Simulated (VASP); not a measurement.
# Rh (Fm-3m) in VASP: further runs

Runs on Rh. Level: BLYP. Tasks: single point.

All numbers are computed with VASP 6.6.1; they aren't measurements. Logs are shortened: lines on timing, memory, paths and dates and some standing lists are left out, and cuts for length are marked.

## (1) The cell of the first run

The structure is cubic, space group Fm-3m (No. 225). Conventional cell: a = 3.739 Å, b = 3.739 Å, c = 3.739 Å, α = 90.00°, β = 90.00°, γ = 90.00°. Rh (site symmetry m-3m) has 12 Rh at 2.64 Å within 3.5 Å.

## (2) Single point, BLYP (volume scaled by 0.88)

The input, INCAR:

```
SYSTEM = Rh
PREC     = Accurate       ! precision mode
ENCUT    = 520            ! plane-wave cutoff, eV
EDIFF    = 1E-7           ! SCF threshold, eV
ISMEAR   = -1             ! smearing method
SIGMA    = 0.1            ! smearing width, eV
LREAL    = .FALSE.        ! projectors in reciprocal space
LASPH    = .TRUE.         ! aspherical terms in the spheres
NELM     = 80             ! most SCF steps
ALGO     = Normal         ! electronic algorithm
ISIF     = 2              ! what is computed and relaxed
LWAVE    = .FALSE.        ! write WAVECAR
LCHARG   = .FALSE.        ! write CHGCAR
GGA      = B5             ! functional
ALDAX    = 1.0          
AGGAX    = 1.0          
AGGAC    = 1.0          
ALDAC    = 0.0          
NBANDS   = 14             ! bands
```

The input, KPOINTS:

```
Automatic mesh
0
G
  23 23 23
  0 0 0
```

The input, POSCAR:

```
Rh
1.0
    0.0000000000      1.8694670072      1.8694670072
    1.8694670072      0.0000000000      1.8694670072
    1.8694670072      1.8694670072      0.0000000000
Rh
1
Direct
    0.0000000000      0.0000000000      0.0000000000
```

Potentials or basis: VASP PAW PBE potentials, release 64 (Rh_pv).

Launch:

```sh
> cat potpaw_PBE.64/Rh_pv/POTCAR > POTCAR
> mpirun -np 1 vasp_std > vasp.out
```

OUTCAR:

```text
SYSTEM = Rh
   PREC = Accurate
   ENCUT = 520
   EDIFF = 1E-7
   ISMEAR = -1
   LREAL = .FALSE.
   LASPH = .TRUE.
   NELM = 80
   ISIF = 2
   GGA = B5

 ion  position               nearest neighbor table
   1  0.000  0.000  0.000-

  LATTYP: Found a face centered cubic cell.
 ALAT       =     3.7389340144

  Lattice vectors:

 A1 = (   0.0000000000,   1.8694670072,   1.8694670072)
 A2 = (   1.8694670072,   0.0000000000,   1.8694670072)
 A3 = (   1.8694670072,   1.8694670072,   0.0000000000)

Analysis of symmetry for initial positions (statically):
=====================================================================
 Subroutine PRICEL returns:
 Original cell was already a primitive cell.

 Routine SETGRP: Setting up the symmetry group for a
 face centered cubic supercell.

 Subroutine GETGRP returns: Found 48 space group operations
 (whereof 48 operations were pure point group operations)
 out of a pool of 48 trial point group operations.

The static configuration has the point symmetry O_h .

Analysis of symmetry for dynamics (positions and initial velocities):
=====================================================================
 Subroutine PRICEL returns:
 Original cell was already a primitive cell.

 Routine SETGRP: Setting up the symmetry group for a
 face centered cubic supercell.

 Subroutine GETGRP returns: Found 48 space group operations
 (whereof 48 operations were pure point group operations)
 out of a pool of 48 trial point group operations.

The dynamic configuration has the point symmetry O_h .

 Subroutine INISYM returns: Found 48 space group operations
 (whereof 48 operations are pure point group operations),
 and found     1 'primitive' translations

----------------------------------------------------------------------------------------

                                     Primitive cell

  volume of cell :      13.0672

  direct lattice vectors                    reciprocal lattice vectors
     0.000000000  1.869467007  1.869467007    -0.267455910  0.267455910  0.267455910
     1.869467007  0.000000000  1.869467007     0.267455910 -0.267455910  0.267455910
     1.869467007  1.869467007  0.000000000     0.267455910  0.267455910 -0.267455910

  length of vectors
     2.643825596  2.643825596  2.643825596     0.463247225  0.463247225  0.463247225

  position of ions in fractional coordinates (direct lattice)
[... 82 lines left out ...]
   NFREE  =      0    steps in history (QN), initial steepest desc. (CG)
   ISIF   =      2    stress and relaxation
   ISYM   =      2    0-nonsym 1-usesym 2-fastsym
   POTIM  = 0.5000    time-step for ionic-motion
   TEBEG  =    0.0;   TEEND  =   0.0 temperature during run
   PSTRESS=    0.0 pullay stress
   NELECT =      15.0000    total number of electrons
   NUPDOWN=      -1.0000    fix difference up-down
   EMIN   =  10.00;   EMAX   =-10.00  energy-range for DOS
   EFERMI =   0.00;   METHOD = LEGACY
   ISMEAR =    -1;   SIGMA  =   0.10  broadening in eV -4-tet -1-fermi 0-gaus
   EFERMI_NEDOS =   21; number of points for ismear=-14 and -15
   IALGO  =     38    algorithm
   IMIX   =      4    mixing-type and parameters
     AMIX     =   0.40;   BMIX     =  1.00
     AMIX_MAG =   1.60;   BMIX_MAG =  1.00
  volume/ion in A,a.u.               =      13.07        88.18
  Fermi-wavevector in a.u.,A,eV,Ry     =   1.714131  3.239239 39.977271  2.938246
  Thomas-Fermi vector in A             =   2.791746
   LORBIT       =      0    0 simple, 1 ext, 2 COOP (PROOUT), +10 PAW based schemes
   GGA     = B5    functional components
   LHFCALC =     F    Hartree Fock is set to
   AEXX    =    0.0000 exact exchange contribution
   IVDW    =     0    specifies the selected vdW correction
   LEPSILON=     F    determine dielectric tensor
   LRPA    =     F    only Hartree local field effects (RPA)
 non-spin polarized calculation
  energy-cutoff  :      520.00
  volume of cell :       13.07
 maximum number of plane-waves:       364
   NGX =  9   NGY =  9   NGZ =  9

 number of electron      14.9999998 magnetization

 Free energy of the ion-electron system (eV)
  ---------------------------------------------------
  ext. energy  EPLUGINS =         0.00000000
  ---------------------------------------------------
  free energy    TOTEN  =        -5.99217896 eV

  energy without entropy =       -5.95160095  energy(sigma->0) =       -5.97188996

 E-fermi :  13.3925     XC(G=0): -13.7025

 val. band max:       13.3861422633   @ k =  -0.4783   0.2609   0.1304
 cond. band min:      13.3976384087   @ k =   0.3913   0.2174   0.0435
 fundamental gap:      0.0114961454
 Fermi energy:        13.3924723347

 k-point     1 :       0.0000    0.0000    0.0000
  band No.  band energies     occupation
      1     -32.8914      2.00000
      2     -32.8914      2.00000
      3     -32.8914      2.00000
      4       5.2843      2.00000
      5      10.0659      2.00000
      6      10.0659      2.00000
      7      10.0659      2.00000
      8      12.3027      1.99996
      9      12.3027      1.99996
     10      29.6420      0.00000
     11      33.5413      0.00000
     12      35.2656      0.00000
     13      35.2656      0.00000
     14      35.2656      0.00000
[... 377 lines left out ...]
      1     -33.7684      2.00000
      2     -33.0247      2.00000
      3     -33.0151      2.00000
      4       6.9801      2.00000
      5       9.9220      2.00000
      6      10.0264      2.00000
      7      13.3152      1.36839
      8      13.9897      0.00508
      9      15.1554      0.00000
     10      22.6438      0.00000
     11      29.3140      0.00000
     12      33.5449      0.00000
     13      34.9765      0.00000
     14      35.2030      0.00000

 [... further k-points ...]

------------------------ aborting loop because EDIFF is reached ----------------------------------------

  FORCE on cell =-STRESS in cart. coord.  units (eV):
  Direction    XX          YY          ZZ          XY          YZ          ZX
  --------------------------------------------------------------------------------------
  -------------------------------------------------------------------------------------
  Total        3.1611388      3.1611388      3.1611388      0.0000000      0.0000000      0.0000000
  in kB      387.5883717    387.5883717    387.5883717      0.0000000      0.0000000      0.0000000
  external PRESSURE =     387.5883717 kB  Pullay stress =       0.0000000 kB

 VOLUME and BASIS-vectors are now :
 -----------------------------------------------------------------------------
  energy-cutoff  :      520.00
  volume of cell :       13.07
      direct lattice vectors                 reciprocal lattice vectors
     0.000000000  1.869467007  1.869467007    -0.267455910  0.267455910  0.267455910
     1.869467007  0.000000000  1.869467007     0.267455910 -0.267455910  0.267455910
     1.869467007  1.869467007  0.000000000     0.267455910  0.267455910 -0.267455910

 POSITION                                       TOTAL-FORCE (eV/Angst)
 -----------------------------------------------------------------------------------
      0.00000      0.00000      0.00000         0.000000      0.000000      0.000000
 -----------------------------------------------------------------------------------
    total drift:                                0.000000     -0.000000      0.000000

  FREE ENERGIE OF THE ION-ELECTRON SYSTEM (eV)
  ---------------------------------------------------
  free  energy   TOTEN  =        -5.9921789626 eV

  energy  without entropy=       -5.9516009501  energy(sigma->0) =       -5.97188996
```

OSZICAR:

```text
N       E                     dE             d eps       ncg     rms          rms(c)
DAV:   1     0.121848098058E+03    0.12185E+03   -0.86776E+03 10198   0.115E+03
DAV:   2    -0.483395030596E+01   -0.12668E+03   -0.12108E+03 11482   0.342E+02
DAV:   3    -0.640184550484E+01   -0.15679E+01   -0.15655E+01 11920   0.418E+01
DAV:   4    -0.640737819201E+01   -0.55327E-02   -0.55326E-02 11434   0.255E+00
DAV:   5    -0.640742441884E+01   -0.46227E-04   -0.46228E-04 11530   0.205E-01    0.112E+01
DAV:   6    -0.601257073082E+01    0.39485E+00   -0.62281E-01 10768   0.111E+01    0.427E+00
DAV:   7    -0.599537064846E+01    0.17200E-01   -0.16328E-02 11794   0.164E+00    0.189E+00
DAV:   8    -0.599229774141E+01    0.30729E-02   -0.36496E-03 10624   0.828E-01    0.206E-01
DAV:   9    -0.599217378308E+01    0.12396E-03   -0.90870E-05 10720   0.133E-01    0.193E-02
DAV:  10    -0.599217856854E+01   -0.47855E-05   -0.42078E-06 11260   0.238E-02    0.143E-03
DAV:  11    -0.599217876795E+01   -0.19941E-06   -0.15630E-07  9784   0.553E-03    0.127E-03
DAV:  12    -0.599217893857E+01   -0.17062E-06   -0.11665E-08  5450   0.130E-03    0.111E-04
DAV:  13    -0.599217896264E+01   -0.24066E-07   -0.70845E-10  5240   0.329E-04
   1 F= -.59921790E+01 E0= -.59718900E+01  d E =-.405780E-01
```

stdout:

```text
POSCAR found type information on POSCAR Rh
 POSCAR found :  1 types and       1 ions
 scaLAPACK will be used
 -----------------------------------------------------------------------------
|                                                                             |
|                                                                             |
|     You enforced a specific xc type in the INCAR file but a different       |
|     I HOPE YOU KNOW WHAT YOU ARE DOING!                                     |
|                                                                             |
 -----------------------------------------------------------------------------

 LDA part: xc-table for (Slater(with rela. corr.)+VWN5), standard interpolation
 POSCAR, INCAR and KPOINTS ok, starting setup
 FFT: planning ... GRIDC
 FFT: planning ... GRID_SOFT
 FFT: planning ... GRID
 WAVECAR not read
 entering main loop
```

It took 31 s on 1 thread of Intel Xeon 6975P-C (Granite Rapids), shared host; peak memory 0.17 GiB.

What came out:

| Property | Result |
| --- | --- |
| Free energy | -5.9922 eV |
| Pressure | 38.8 GPa |

Caveat: the PAW data sets were made with another functional, which shifts forces and pressure a little.

## (3) Single point, BLYP (volume scaled by 0.92)

The input, INCAR:

```
SYSTEM = Rh
  AGGAC = 1.0
  AGGAX = 1.0
  ALDAC = 0.0
  ALDAX = 1.0
  ALGO = Normal
  EDIFF = 1E-6
  ENCUT = 520
  GGA = B5
  ISIF = 2
  ISMEAR = -1
  LASPH = .True.
  LCHARG = .False.
  LREAL = .False.
  LWAVE = .False.
  NBANDS = 14
  NELM = 100
  PREC = Accurate
  SIGMA = 0.1
```

The input, KPOINTS:

```
k-points
0
Gamma
  23 23 23
  0 0 0
```

The input, POSCAR:

```
Rh
1.0
    0.0000000000      1.8973736141      1.8973736141
    1.8973736141      0.0000000000      1.8973736141
    1.8973736141      1.8973736141      0.0000000000
Rh
1
Direct
    0.0000000000      0.0000000000      0.0000000000
```

Potentials or basis: VASP PAW PBE potentials, release 64 (Rh_pv).

Launch:

```sh
> cat potpaw_PBE.64/Rh_pv/POTCAR > POTCAR
> mpirun -np 1 vasp_std > vasp.out
```

It took 26 s on 1 thread of Intel Xeon 6975P-C (Granite Rapids), shared host; peak memory 0.17 GiB.

The run converged. Its results:

```
Free energy : -6.1054 eV
Pressure    : 22.7 GPa
```

Levels at points of the mesh, in eV from the Fermi level:
```
           k point  band 4  band 5  band 6  band 7  band 8  band 9  band 10  band 11
(0.00, 0.00, 0.00)   -7.79   -3.10   -3.10   -3.10   -1.02   -1.02    16.30    20.27
```

Caveat: the PAW data sets were made with another functional, which shifts forces and pressure a little.

## (4) Single point, BLYP (volume scaled by 0.96)

The input, INCAR:

```
AGGAC = 1.0
AGGAX = 1.0
ALDAC = 0.0
ALDAX = 1.0
ALGO = Normal
EDIFF = 1E-6
ENCUT = 520
GGA = B5
ISIF = 2
ISMEAR = -1
LASPH = True
LCHARG = False
LREAL = False
LWAVE = False
NBANDS = 14
NELM = 80
PREC = Accurate
SIGMA = 0.1
```

The input, KPOINTS:

```
k-points
0
Gamma
  23 23 23
```

The input, POSCAR:

```
Rh
1.0
    0.0000000000      1.9244826140      1.9244826140
    1.9244826140      0.0000000000      1.9244826140
    1.9244826140      1.9244826140      0.0000000000
Rh
1
Direct
    0.0000000000      0.0000000000      0.0000000000
```

Launch:

```sh
> cat potpaw_PBE.64/Rh_pv/POTCAR > POTCAR
> mpirun -np 1 vasp_std > vasp.out
```

Run time: 29 s. Hardware: 1 thread of Intel Xeon 6975P-C (Granite Rapids), shared host; peak memory 0.18 GiB.

The run converged. Its results:

```
Free energy : -6.1659 eV
Pressure    : 10.2 GPa
```

Levels at points of the mesh, in eV from the Fermi level:
| k point | band 3 | band 4 | band 5 | band 6 | band 7 | band 8 | band 9 | band 10 | band 11 | band 12 |
| --- | --- | --- | --- | --- | --- | --- | --- | --- | --- | --- |
| (0.00, 0.00, 0.00) | -46.12 | -7.48 | -2.90 | -2.90 | -2.90 | -0.96 | -0.96 | 16.32 | 20.39 | 21.44 |

Caveat: the PAW data sets were made with another functional, which shifts forces and pressure a little.

## (5) The runs side by side

```tsv
cell	gap on the mesh (eV)	pressure (GPa)
a = 2.644 Å, angles 60.0°, 1 atom	none	38.8
a = 2.683 Å, angles 60.0°, 1 atom	none	22.7
a = 2.722 Å, angles 60.0°, 1 atom	none	10.2
```

Alike in all rows: task single point; level BLYP; potentials or basis VASP PAW PBE potentials, release 64 (Rh_pv); no spin polarisation; k mesh 23 × 23 × 23; cutoff (eV) 520; smearing fermi-dirac 0.1 eV.

Caveats: the PAW data sets were made with another functional, which shifts forces and pressure a little.

Total energies depend on the potentials used, so only differences within one code and one set of settings carry meaning.
